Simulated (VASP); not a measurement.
WC, 16 atoms in the cell. The typed cell holds 16 atoms: a = 5.949 Å, b = 5.152 Å, c = 5.843 Å, α = 90.00°, β = 90.00°, γ = 90.00°. 

| Quantity | Value |
| --- | --- |
| Program | VASP 6.6.1 |
| Task | single point |
| Functional | r2SCAN |
| Potentials or basis | VASP PAW PBE potentials, release 64 (W_sv, C) |
| Cutoff | 520 eV |
| k mesh | 3 × 3 × 3 |
| Occupations | fermi-dirac, width 0.24 eV |
| Spin | no spin polarisation |
| Dipole correction | no |
| Further INCAR settings | LREAL = Auto; ALGO = Normal; EDIFF = 1e-06; NBANDS = 86 |

Potentials or basis: VASP PAW PBE potentials, release 64 (W_sv, C).

The run is started by

```console
$ cat potpaw_PBE.64/W_sv/POTCAR potpaw_PBE.64/C/POTCAR > POTCAR
$ cp INCAR.step1 INCAR
$ mpirun -np 1 vasp_std > vasp.out
$ cp INCAR.step2 INCAR
$ mpirun -np 1 vasp_std > vasp.out
```

Hardware: 1 thread of Intel Xeon 8259CL, with other jobs on the host.

How long does it take, and how much memory?

Wall time 33 min on 1 thread of Intel Xeon 8259CL (shared host), peak memory 0.35 GiB. Counts: k points 14.
